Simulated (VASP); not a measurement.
# CdS (P6_3mc) in VASP: single point with PBE0

Aim: the single point of CdS with PBE0.

All numbers are computed with VASP 6.6.1; they aren't measurements. Logs are shortened: lines on timing, memory, paths and dates and some standing lists are left out, and cuts for length are marked.

## Step 1: The cell of the first run

The structure is hexagonal, space group P6_3mc (No. 186). The conventional cell has a = 4.164 Å, b = 4.164 Å, c = 6.768 Å, α = 90.00°, β = 90.00°, γ = 120.00°. Within 3.4 Å of Cd (site symmetry 3m) lie 4 S at 2.54 to 2.55 Å. Within 3.4 Å of S (site symmetry 3m) lie 4 Cd at 2.54 to 2.55 Å.

## Step 2: Single point, PBE0

The input, POSCAR:

```
CdS
1.0
    8.3277842477     -0.0000000577      0.0000000000
   -4.1638920739      7.2120727445      0.0000000000
    0.0000000000      0.0000000000     13.5350132752
Cd S
16 16
Direct
    0.3333333334      0.1666666666      0.2500526156
    0.1666666666      0.3333333334      0.0000526156
    0.3333333334      0.1666666666      0.7500526156
    0.1666666666      0.3333333334      0.5000526156
    0.3333333334      0.6666666666      0.2500526156
    0.1666666666      0.8333333333      0.0000526156
    0.3333333334      0.6666666666      0.7500526156
    0.1666666666      0.8333333333      0.5000526156
    0.8333333333      0.1666666666      0.2500526156
    0.6666666666      0.3333333334      0.0000526156
    0.8333333333      0.1666666666      0.7500526156
    0.6666666666      0.3333333334      0.5000526156
    0.8333333333      0.6666666666      0.2500526156
    0.6666666666      0.8333333333      0.0000526156
    0.8333333333      0.6666666666      0.7500526156
    0.6666666666      0.8333333333      0.5000526156
    0.3333333334      0.1666666666      0.4384473844
    0.1666666666      0.3333333334      0.1884473844
    0.3333333334      0.1666666666      0.9384473844
    0.1666666666      0.3333333334      0.6884473844
    0.3333333334      0.6666666666      0.4384473844
    0.1666666666      0.8333333333      0.1884473844
    0.3333333334      0.6666666666      0.9384473844
    0.1666666666      0.8333333333      0.6884473844
    0.8333333333      0.1666666666      0.4384473844
    0.6666666666      0.3333333334      0.1884473844
    0.8333333333      0.1666666666      0.9384473844
    0.6666666666      0.3333333334      0.6884473844
    0.8333333333      0.6666666666      0.4384473844
    0.6666666666      0.8333333333      0.1884473844
    0.8333333333      0.6666666666      0.9384473844
    0.6666666666      0.8333333333      0.6884473844
```

The input, INCAR.step1:

```
SYSTEM = CdS
PREC = Accurate
ENCUT = 400
EDIFF = 1E-5
ISMEAR = 0
SIGMA = 0.01
LREAL = Auto
LASPH = .True.
NELM = 120
ALGO = Normal
ISIF = 2
LWAVE = .True.
LCHARG = .False.
GGA = PE
NBANDS = 166
GGA_COMPAT = .False.
```

The input, INCAR.step2:

```
SYSTEM = CdS
PREC = Accurate
ENCUT = 400
EDIFF = 1E-6
ISMEAR = 0
SIGMA = 0.01
LREAL = Auto
LASPH = .True.
NELM = 120
ALGO = Normal
ISIF = 2
LWAVE = .False.
LCHARG = .False.
GGA = PE
LHFCALC = .True.
AEXX = 0.25
PRECFOCK = Fast
ISTART = 1
NBANDS = 166
GGA_COMPAT = .False.
```

The input, KPOINTS:

```
Automatic mesh
0
Gamma
  1 1 1
  0 0 0
```

Potentials or basis: VASP PAW PBE potentials, release 64 (Cd, S).

Command:

```console
cat potpaw_PBE.64/Cd/POTCAR potpaw_PBE.64/S/POTCAR > POTCAR
cp INCAR.step1 INCAR
mpirun -np 1 vasp_gam > vasp.out
cp INCAR.step2 INCAR
mpirun -np 1 vasp_gam > vasp.out
```

OUTCAR:

```text
SYSTEM = CdS
   PREC = Accurate
   ENCUT = 400
   EDIFF = 1E-6
   ISMEAR = 0
   LREAL = Auto
   LASPH = .True.
   NELM = 120
   ISIF = 2
   GGA = PE
   LHFCALC = .True.
   AEXX = 0.25
   PRECFOCK = Fast
   ISTART = 1

 ion  position               nearest neighbor table
   1  0.333  0.167  0.250-  26 2.54  22 2.54  18 2.54  17 2.55
   2  0.167  0.333  0.000-  23 2.54  27 2.54  19 2.54  18 2.55
   3  0.333  0.167  0.750-  28 2.54  24 2.54  20 2.54  19 2.55
   4  0.167  0.333  0.500-  21 2.54  25 2.54  17 2.54  20 2.55
   5  0.333  0.667  0.250-  18 2.54  30 2.54  22 2.54  21 2.55
   6  0.167  0.833  0.000-  19 2.54  31 2.54  23 2.54  22 2.55
[... 24 lines left out ...]
  31  0.833  0.667  0.938-  10 2.54   6 2.54  14 2.54  15 2.55
  32  0.667  0.833  0.688-   7 2.54  11 2.54  15 2.54  16 2.55

  LATTYP: Found a hexagonal cell.
 ALAT       =     8.3277842477
 C/A-ratio  =     1.6252838537

  Lattice vectors:

 A1 = (   8.3277842477,  -0.0000000577,   0.0000000000)
 A2 = (  -4.1638920739,   7.2120727445,   0.0000000000)
 A3 = (   0.0000000000,   0.0000000000,  13.5350132752)

Analysis of symmetry for initial positions (statically):
=====================================================================
 Subroutine PRICEL returns following result:

  LATTYP: Found a hexagonal cell.
 ALAT       =     4.1638921239
 C/A-ratio  =     1.6252838537

  Lattice vectors:

 A1 = (   4.1638921239,  -0.0000000289,   0.0000000000)
 A2 = (  -2.0819460374,   3.6060363730,   0.0000000000)
 A3 = (   0.0000000000,   0.0000000000,   6.7675066376)

   8 primitive cells build up your supercell.

 Routine SETGRP: Setting up the symmetry group for a
 hexagonal supercell.

 Subroutine GETGRP returns: Found 12 space group operations
 (whereof  6 operations were pure point group operations)
 out of a pool of 24 trial point group operations.

The static configuration has the point symmetry C_3v.
 The point group associated with its full space group is C_6v.

Analysis of symmetry for dynamics (positions and initial velocities):
=====================================================================
 Subroutine PRICEL returns following result:

  LATTYP: Found a hexagonal cell.
 ALAT       =     4.1638921239
 C/A-ratio  =     1.6252838537

  Lattice vectors:

 A1 = (   4.1638921239,  -0.0000000289,   0.0000000000)
 A2 = (  -2.0819460374,   3.6060363730,   0.0000000000)
 A3 = (   0.0000000000,   0.0000000000,   6.7675066376)

   8 primitive cells build up your supercell.

 Routine SETGRP: Setting up the symmetry group for a
 hexagonal supercell.

 Subroutine GETGRP returns: Found 12 space group operations
 (whereof  6 operations were pure point group operations)
 out of a pool of 24 trial point group operations.

The dynamic configuration has the point symmetry C_3v.
 The point group associated with its full space group is C_6v.

 Subroutine INISYM returns: Found 12 space group operations
 (whereof  6 operations are pure point group operations),
 and found     8 'primitive' translations

----------------------------------------------------------------------------------------

                                     Primitive cell

  volume of cell :     101.6151

  direct lattice vectors                    reciprocal lattice vectors
     4.163892124 -0.000000029  0.000000000     0.240159921  0.138656393  0.000000000
    -2.081946037  3.606036373  0.000000000     0.000000002  0.277312789  0.000000000
     0.000000000  0.000000000  6.767506638     0.000000000  0.000000000  0.147764909

  length of vectors
     4.163892124  4.163892125  6.767506638     0.277312789  0.277312789  0.147764909

  position of ions in fractional coordinates (direct lattice)
     0.666666667  0.333333333  0.500105231
     0.333333333  0.666666667  0.000105231
     0.666666667  0.333333333  0.876894769
     0.333333333  0.666666667  0.376894769

  ion indices of the primitive-cell ions
   primitive index   ion index
                 1           1
                 2           2
                 3          17
                 4          18

----------------------------------------------------------------------------------------

 KPOINTS: Automatic mesh

Automatic generation of k-mesh.
 Grid dimensions read from file:
 generate k-points for:    1    1    1

 Generating k-lattice:

  Cartesian coordinates                     Fractional coordinates (reciprocal lattice)
     0.120079961  0.069328196  0.000000000     1.000000000  0.000000000  0.000000000
     0.000000001  0.138656395  0.000000000     0.000000000  1.000000000  0.000000000
     0.000000000  0.000000000  0.073882454     0.000000000  0.000000000  1.000000000

  Length of vectors
     0.138656395  0.138656395  0.073882454

  Shift w.r.t. Gamma in fractional coordinates (k-lattice)
     0.000000000  0.000000000  0.000000000

 Subroutine IBZKPT returns following result:
 ===========================================

 Found      1 irreducible k-points:

 Following reciprocal coordinates:
            Coordinates               Weight
  0.000000  0.000000  0.000000      1.000000
   k-points           NKPTS =      1   k-points in BZ     NKDIM =      1   number of bands    NBANDS=    166
   number of dos      NEDOS =    301   number of ions     NIONS =     32
   total plane-waves  NPLWV = 262440
   dimension x,y,z NGX =    54 NGY =   54 NGZ =   90
   dimension x,y,z NGXF=   108 NGYF=  108 NGZF=  180
   ions per type =              16  16
   NGX,Y,Z   is equivalent  to a cutoff of  10.78, 10.78, 11.05 a.u.
   NGXF,Y,Z  is equivalent  to a cutoff of  21.56, 21.56, 22.11 a.u.
 SYSTEM =  CdS
   PREC   = accura    normal or accurate (medium, high low for compatibility)
   ISTART =      1    job   : 0-new  1-cont  2-samecut
   ICHARG =      0    charge: 1-file 2-atom 10-const
   ISPIN  =      1    spin polarized calculation?
   LNONCOLLINEAR =      F non collinear calculations
   LSORBIT =      F    spin-orbit coupling
   LASPH  =      T    aspherical Exc in radial PAW
   ENCUT  =  400.0 eV  29.40 Ry    5.42 a.u.  13.58 13.58 22.07*2*pi/ulx,y,z
   NELM   =    120;   NELMIN=  2; NELMDL=  0     # of ELM steps
   EDIFF  = 0.1E-05   stopping-criterion for ELM
   LREAL  =      T    real-space projection
   EDIFFG = 0.1E-04   stopping-criterion for IOM
   NSW    =      0    number of steps for IOM
   IBRION =     -1    ionic relax: 0-MD 1-quasi-New 2-CG
   NFREE  =      0    steps in history (QN), initial steepest desc. (CG)
   ISIF   =      2    stress and relaxation
   ISYM   =      3    0-nonsym 1-usesym 2-fastsym
   POTIM  = 0.5000    time-step for ionic-motion
   TEBEG  =    0.0;   TEEND  =   0.0 temperature during run
   PSTRESS=    0.0 pullay stress
   NELECT =     288.0000    total number of electrons
   NUPDOWN=      -1.0000    fix difference up-down
   EMIN   =  10.00;   EMAX   =-10.00  energy-range for DOS
   EFERMI =   0.00;   METHOD = LEGACY
   ISMEAR =     0;   SIGMA  =   0.01  broadening in eV -4-tet -1-fermi 0-gaus
   EFERMI_NEDOS =   21; number of points for ismear=-14 and -15
   IALGO  =     38    algorithm
   IMIX   =      1    mixing-type and parameters
     AMIX     =   0.40;   BMIX     =  1.00
     AMIX_MAG =   1.60;   BMIX_MAG =  1.00
  volume/ion in A,a.u.               =      25.40       171.43
  Fermi-wavevector in a.u.,A,eV,Ry     =   1.158394  2.189047 18.257336  1.341876
  Thomas-Fermi vector in A             =   2.294996
   LORBIT       =      0    0 simple, 1 ext, 2 COOP (PROOUT), +10 PAW based schemes
   GGA     = PE    functional components
   LHFCALC =     T    Hartree Fock is set to
   PRECFOCK=fast      Normal, Fast or Accurate (Low or Medium for compatibility)
   ENCUT4O =  -1.0   cutoff for four orbital integrals eV
   NKREDX  =     1    reduce k-point grid by
   NKREDY  =     1    reduce k-point grid by
   NKREDZ  =     1    reduce k-point grid by
   AEXX    =    0.2500 exact exchange contribution
   HFSCREEN=    0.0000 screening length (either q_TF or 0.3 A-1)
   HFSCREENC=   0.0000 screening length for correlation (either q_TF or 0.3 A-1)
   ENCUTFOCK=  -1.0 apply spherical cutoff to Coloumb kernel
   IVDW    =     0    specifies the selected vdW correction
   LEPSILON=     F    determine dielectric tensor
   LRPA    =     F    only Hartree local field effects (RPA)
 non-spin polarized calculation
 Gauss-broadening in eV      SIGMA  =   0.01
  energy-cutoff  :      400.00
  volume of cell :      812.92
 maximum number of plane-waves:      7370
 NGX is ok and might be reduce to    54
  NGX = 28; NGY = 28; NGZ = 48

 number of electron     288.0000201 magnetization

 Free energy of the ion-electron system (eV)
  ---------------------------------------------------
  ext. energy  EPLUGINS =         0.00000000
  ---------------------------------------------------
  free energy    TOTEN  =      -126.34567415 eV

  energy without entropy =     -126.34567415  energy(sigma->0) =     -126.34567415

 E-fermi :   0.2718     XC(G=0):  -7.0770

 val. band max:        0.1912646438   @ k =   0.0000   0.0000   0.0000
 cond. band min:       3.1371423574   @ k =   0.0000   0.0000   0.0000
 fundamental gap:      2.9458777136
 Fermi energy:         0.2718426967

 k-point     1 :       0.0000    0.0000    0.0000
  band No.  band energies     occupation
      1     -13.2238      2.00000
      2     -12.9957      2.00000
      3     -12.9957      2.00000
      4     -12.8010      2.00000
      5     -12.8010      2.00000
      6     -12.8010      2.00000
[... 148 lines left out ...]
    155       5.7487      0.00000
    156       5.7487      0.00000
 [bands above 156 left out]

------------------------ aborting loop because EDIFF is reached ----------------------------------------

  FORCE on cell =-STRESS in cart. coord.  units (eV):
  Direction    XX          YY          ZZ          XY          YZ          ZX
  --------------------------------------------------------------------------------------
  -------------------------------------------------------------------------------------
  Total       12.7469058     12.7469058     -6.7748013     -0.0000000      0.0000000      0.0000000
  in kB       25.1227461     25.1227461    -13.3523866     -0.0000000      0.0000000      0.0000000
  external PRESSURE =      12.2977019 kB  Pullay stress =       0.0000000 kB

 VOLUME and BASIS-vectors are now :
 -----------------------------------------------------------------------------
  energy-cutoff  :      400.00
  volume of cell :      812.92
      direct lattice vectors                 reciprocal lattice vectors
     8.327784248 -0.000000058  0.000000000     0.120079961  0.069328196  0.000000000
    -4.163892074  7.212072745  0.000000000     0.000000001  0.138656395  0.000000000
     0.000000000  0.000000000 13.535013275     0.000000000  0.000000000  0.073882454

 POSITION                                       TOTAL-FORCE (eV/Angst)
 -----------------------------------------------------------------------------------
      2.08195      1.20201      3.38447         0.000000      0.000000      0.217670
      0.00000      2.40402      0.00071        -0.000000     -0.000000      0.217670
      2.08195      1.20201     10.15197         0.000000     -0.000000      0.217670
      0.00000      2.40402      6.76822        -0.000000      0.000000      0.217670
      0.00000      4.80805      3.38447         0.000000     -0.000000      0.217670
     -2.08195      6.01006      0.00071         0.000000      0.000000      0.217670
[... 24 lines left out ...]
      4.16389      4.80805     12.70190        -0.000000      0.000000     -0.217670
      2.08195      6.01006      9.31814         0.000000      0.000000     -0.217670
 -----------------------------------------------------------------------------------
    total drift:                                0.000007     -0.000022     -0.004950

  FREE ENERGIE OF THE ION-ELECTRON SYSTEM (eV)
  ---------------------------------------------------
  free  energy   TOTEN  =      -126.3456741486 eV

  energy  without entropy=     -126.3456741486  energy(sigma->0) =     -126.34567415
```

Wall time 14 min (1 thread of Intel Xeon 8259CL, shared host); peak memory 0.61 GiB.

What came out:

```
Free energy            : -126.3457 eV
Pressure               : 1.2 GPa
Largest force          : 0.218 eV/Å
Band gap on the k mesh : 2.95 eV
```

Forces on the atoms (eV/Å):
```
Cd   0.000  0.000  0.218
Cd   0.000  0.000  0.218
Cd   0.000  0.000  0.218
Cd   0.000  0.000  0.218
Cd   0.000  0.000  0.218
Cd   0.000  0.000  0.218
Cd   0.000  0.000  0.218
Cd   0.000  0.000  0.218
Cd   0.000  0.000  0.218
Cd   0.000  0.000  0.218
Cd   0.000  0.000  0.218
Cd   0.000  0.000  0.218
Cd   0.000  0.000  0.218
Cd   0.000  0.000  0.218
Cd   0.000  0.000  0.218
Cd   0.000  0.000  0.218
S    0.000  0.000 -0.218
S    0.000  0.000 -0.218
S    0.000  0.000 -0.218
S    0.000  0.000 -0.218
S    0.000  0.000 -0.218
S    0.000  0.000 -0.218
S    0.000  0.000 -0.218
S    0.000  0.000 -0.218
S    0.000  0.000 -0.218
S    0.000  0.000 -0.218
S    0.000  0.000 -0.218
S    0.000  0.000 -0.218
S    0.000  0.000 -0.218
S    0.000  0.000 -0.218
S    0.000  0.000 -0.218
S    0.000  0.000 -0.218
```

Stress tensor (GPa, compression positive):
```
 2.51  0.00  0.00
 0.00  2.51  0.00
 0.00  0.00 -1.34
```

Caveat: the k points lie up to 0.87 Å⁻¹ apart; the PAW data sets were made with another functional, which shifts forces and pressure a little. A k mesh can miss the band edges.
